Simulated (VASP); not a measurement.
# SiO2 (rutile type) (P4_2/mnm) in VASP: further runs

The runs below take SiO2 (rutile type) through single point, with r2SCAN.

Everything below comes from runs of VASP 6.6.1. Logs are shortened: lines on timing, memory, paths and dates and some standing lists are left out, and cuts for length are marked.

## Step 1: The cell of the first run

The structure is tetragonal, space group P4_2/mnm (No. 136). The conventional cell has a = 3.720 Å, b = 3.720 Å, c = 2.433 Å, α = 90.00°, β = 90.00°, γ = 90.00°. Within 2.1 Å of Si (site symmetry mmm) lie 6 O at 1.58 to 1.61 Å. Within 2.1 Å of O (site symmetry m2m) lie 3 Si at 1.58 to 1.61 Å.

## Step 2: Single point, r2SCAN (volume scaled by 0.72, partial waves polarizable)

POSCAR

```
SiO2
1.0
    3.7197064672      0.0000000000      0.0000000000
    0.0000000000      3.7197064672      0.0000000000
    0.0000000000      0.0000000000      2.4325526924
Si O
2 4
Direct
    0.0000000000      0.0000000000      0.0000000000
    0.5000000000      0.5000000000      0.5000000000
    0.2994609284      0.2994609284      0.0000000000
    0.7005390716      0.7005390716      0.0000000000
    0.7994609284      0.2005390716      0.5000000000
    0.2005390716      0.7994609284      0.5000000000
```

INCAR.step1

```
SYSTEM = SiO2
  PREC = Accurate
  ENCUT = 520
  ISMEAR = -1
  SIGMA = 0.08
  LREAL = .False.
  LASPH = .True.
  NELM = 60
  NBANDS = 25
  GGA = PE
  ALGO = Normal
  EDIFF = 1E-4
  LWAVE = .True.
  LCHARG = .False.
```

INCAR.step2

```
SYSTEM = SiO2
  PREC = Accurate
  ENCUT = 520
  EDIFF = 1E-6
  ISMEAR = -1
  SIGMA = 0.08
  LREAL = .False.
  LASPH = .True.
  NELM = 60
  ALGO = Normal
  ISIF = 2
  LWAVE = .False.
  LCHARG = .False.
  METAGGA = R2SCAN
  LMIXTAU = .True.
  NBANDS = 25
  ISTART = 1
```

KPOINTS

```
Automatic mesh
0
Gamma
  8 8 11
  0 0 0
```

Potentials or basis: VASP PAW PBE potentials, release 64 (Si, O).

Command:

```console
$ cat potpaw_PBE.64/Si/POTCAR potpaw_PBE.64/O/POTCAR > POTCAR
$ cp INCAR.step1 INCAR
$ mpirun -np 1 vasp_std > vasp.out
$ cp INCAR.step2 INCAR
$ mpirun -np 1 vasp_std > vasp.out
```

OUTCAR:

```text
SYSTEM = SiO2
   PREC = Accurate
   ENCUT = 520
   EDIFF = 1E-6
   ISMEAR = -1
   LREAL = .False.
   LASPH = .True.
   NELM = 60
   ISIF = 2
   METAGGA = R2SCAN
   ISTART = 1

 ion  position               nearest neighbor table
   1  0.000  0.000  0.000-   3 1.58   4 1.58   5 1.61   6 1.61   5 1.61   6 1.61   2 2.90   2 2.90
                             2 2.90   2 2.90   2 2.90   2 2.90   2 2.90   2 2.90
   2  0.500  0.500  0.500-   5 1.58   6 1.58   3 1.61   4 1.61   3 1.61   4 1.61   1 2.90   1 2.90
                             1 2.90   1 2.90   1 2.90   1 2.90   1 2.90   1 2.90
   3  0.299  0.299  0.000-   1 1.58   2 1.61   2 1.61
   4  0.701  0.701  0.000-   1 1.58   2 1.61   2 1.61
   5  0.799  0.201  0.500-   2 1.58   1 1.61   1 1.61
   6  0.201  0.799  0.500-   2 1.58   1 1.61   1 1.61

  LATTYP: Found a simple tetragonal cell.
 ALAT       =     3.7197064672
 C/A-ratio  =     0.6539636162

  Lattice vectors:

 A1 = (   3.7197064672,   0.0000000000,   0.0000000000)
 A2 = (   0.0000000000,   3.7197064672,   0.0000000000)
 A3 = (   0.0000000000,   0.0000000000,   2.4325526924)

Analysis of symmetry for initial positions (statically):
=====================================================================
 Subroutine PRICEL returns:
 Original cell was already a primitive cell.

 Routine SETGRP: Setting up the symmetry group for a
 simple tetragonal supercell.

 Subroutine GETGRP returns: Found 16 space group operations
 (whereof  8 operations were pure point group operations)
 out of a pool of 16 trial point group operations.

The static configuration has the point symmetry D_2h.
 The point group associated with its full space group is D_4h.

Analysis of symmetry for dynamics (positions and initial velocities):
=====================================================================
 Subroutine PRICEL returns:
 Original cell was already a primitive cell.

 Routine SETGRP: Setting up the symmetry group for a
 simple tetragonal supercell.

 Subroutine GETGRP returns: Found 16 space group operations
 (whereof  8 operations were pure point group operations)
 out of a pool of 16 trial point group operations.

The dynamic configuration has the point symmetry D_2h.
 The point group associated with its full space group is D_4h.

 Subroutine INISYM returns: Found 16 space group operations
 (whereof  8 operations are pure point group operations),
 and found     1 'primitive' translations
[... 97 lines left out ...]
   ISPIN  =      1    spin polarized calculation?
   LNONCOLLINEAR =      F non collinear calculations
   LSORBIT =      F    spin-orbit coupling
   LASPH  =      T    aspherical Exc in radial PAW
   ENCUT  =  520.0 eV  38.22 Ry    6.18 a.u.   6.92  6.92  4.52*2*pi/ulx,y,z
   NELM   =     60;   NELMIN=  2; NELMDL=  0     # of ELM steps
   EDIFF  = 0.1E-05   stopping-criterion for ELM
   LREAL  =      F    real-space projection
   EDIFFG = 0.1E-04   stopping-criterion for IOM
   NSW    =      0    number of steps for IOM
   IBRION =     -1    ionic relax: 0-MD 1-quasi-New 2-CG
   NFREE  =      0    steps in history (QN), initial steepest desc. (CG)
   ISIF   =      2    stress and relaxation
   ISYM   =      2    0-nonsym 1-usesym 2-fastsym
   POTIM  = 0.5000    time-step for ionic-motion
   TEBEG  =    0.0;   TEEND  =   0.0 temperature during run
   PSTRESS=    0.0 pullay stress
   NELECT =      32.0000    total number of electrons
   NUPDOWN=      -1.0000    fix difference up-down
   EMIN   =  10.00;   EMAX   =-10.00  energy-range for DOS
   EFERMI =   0.00;   METHOD = LEGACY
   ISMEAR =    -1;   SIGMA  =   0.08  broadening in eV -4-tet -1-fermi 0-gaus
   EFERMI_NEDOS =   21; number of points for ismear=-14 and -15
   IALGO  =     38    algorithm
   IMIX   =      4    mixing-type and parameters
     AMIX     =   0.40;   BMIX     =  1.00
     AMIX_MAG =   1.60;   BMIX_MAG =  1.00
  volume/ion in A,a.u.               =       5.61        37.86
  Fermi-wavevector in a.u.,A,eV,Ry     =   1.609774  3.042032 35.257769  2.591373
  Thomas-Fermi vector in A             =   2.705430
   LORBIT       =      0    0 simple, 1 ext, 2 COOP (PROOUT), +10 PAW based schemes
   METAGGA = R2SCAN    functional components
   LHFCALC =     F    Hartree Fock is set to
   AEXX    =    0.0000 exact exchange contribution
   IVDW    =     0    specifies the selected vdW correction
   LEPSILON=     F    determine dielectric tensor
   LRPA    =     F    only Hartree local field effects (RPA)
 non-spin polarized calculation
  energy-cutoff  :      520.00
  volume of cell :       33.66
 maximum number of plane-waves:       929
 NGX is ok and might be reduce to    28
   NGX = 13   NGY = 13   NGZ =  9

 number of electron      31.9999985 magnetization

 Free energy of the ion-electron system (eV)
  ---------------------------------------------------
  ext. energy  EPLUGINS =         0.00000000
  ---------------------------------------------------
  free energy    TOTEN  =       -52.31640153 eV

  energy without entropy =      -52.31640153  energy(sigma->0) =      -52.31640153

 E-fermi :  14.7288     XC(G=0): -14.7632

 val. band max:       13.1387483344   @ k =   0.0000   0.0000   0.0000
 cond. band min:      21.2717297075   @ k =   0.0000   0.0000   0.0000
 fundamental gap:      8.1329813732
 Fermi energy:        14.7288010581

 k-point     1 :       0.0000    0.0000    0.0000
  band No.  band energies     occupation
      1     -14.4474      2.00000
      2      -8.9848      2.00000
      3      -8.9848      2.00000
      4      -8.0044      2.00000
      5      -0.6879      2.00000
      6       3.2707      2.00000
[... 661 lines left out ...]
     24      30.0989      0.00000
     25      32.3969      0.00000

 [... further k-points ...]
[... 5 lines left out ...]
  --------------------------------------------------------------------------------------
  -------------------------------------------------------------------------------------
  Total       43.7393141     43.7393141     44.0496572      0.0000000      0.0000000      0.0000000
  in kB     2082.1065689   2082.1065689   2096.8797221      0.0000000      0.0000000      0.0000000
  external PRESSURE =    2087.0309533 kB  Pullay stress =       0.0000000 kB

 VOLUME and BASIS-vectors are now :
 -----------------------------------------------------------------------------
  energy-cutoff  :      520.00
  volume of cell :       33.66
      direct lattice vectors                 reciprocal lattice vectors
     3.719706467  0.000000000  0.000000000     0.268838417  0.000000000  0.000000000
     0.000000000  3.719706467  0.000000000     0.000000000  0.268838417  0.000000000
     0.000000000  0.000000000  2.432552692     0.000000000  0.000000000  0.411090787

 POSITION                                       TOTAL-FORCE (eV/Angst)
 -----------------------------------------------------------------------------------
      0.00000      0.00000      0.00000         0.000000     -0.000000      0.000000
      1.85985      1.85985      1.21628         0.000000     -0.000000      0.000000
      1.11391      1.11391      0.00000        -0.021153     -0.021153     -0.000000
      2.60580      2.60580      0.00000         0.021153      0.021153      0.000000
      2.97376      0.74595      1.21628        -0.021153      0.021153      0.000000
      0.74595      2.97376      1.21628         0.021153     -0.021153     -0.000000
 -----------------------------------------------------------------------------------
    total drift:                                0.000000     -0.000000     -0.000000

  FREE ENERGIE OF THE ION-ELECTRON SYSTEM (eV)
  ---------------------------------------------------
  free  energy   TOTEN  =       -52.3164015320 eV

  energy  without entropy=      -52.3164015320  energy(sigma->0) =      -52.31640153
```

Wall time 3 min (1 thread of Intel Xeon Platinum 8488C (Sapphire Rapids), shared host); peak memory 0.17 GiB.

Results:

* Free energy: -52.3164 eV
* Pressure: 208.7 GPa
* Largest force: 0.030 eV/Å
* Band gap on the k mesh: 8.13 eV, direct

Forces in eV/Å, atoms in the order of the input:
```
Si   0.000  0.000  0.000
Si   0.000  0.000  0.000
O   -0.021 -0.021  0.000
O    0.021  0.021  0.000
O   -0.021  0.021  0.000
O    0.021 -0.021  0.000
```

Stress tensor (GPa, compression positive):
```
208.21   0.00   0.00
  0.00 208.21   0.00
  0.00   0.00 209.69
```

Levels at points of the mesh, in eV from the valence-band top:
```csv
k point,band 13,band 14,band 15,band 16,band 17,band 18,band 19,band 20
"(0.00, 0.00, 0.00)",-2.65,-1.17,-1.17,0.00,8.13,11.86,11.86,12.53
"(0.50, 0.00, 0.00)",-3.54,-3.54,-1.40,-1.40,11.24,11.24,13.44,13.44
"(0.50, 0.50, 0.00)",-3.98,-3.98,-3.64,-3.64,11.77,11.77,14.26,14.26
```

Caveat: the PAW data sets were made with another functional, which shifts forces and pressure a little.

(Part 1 of 2 ends here.)
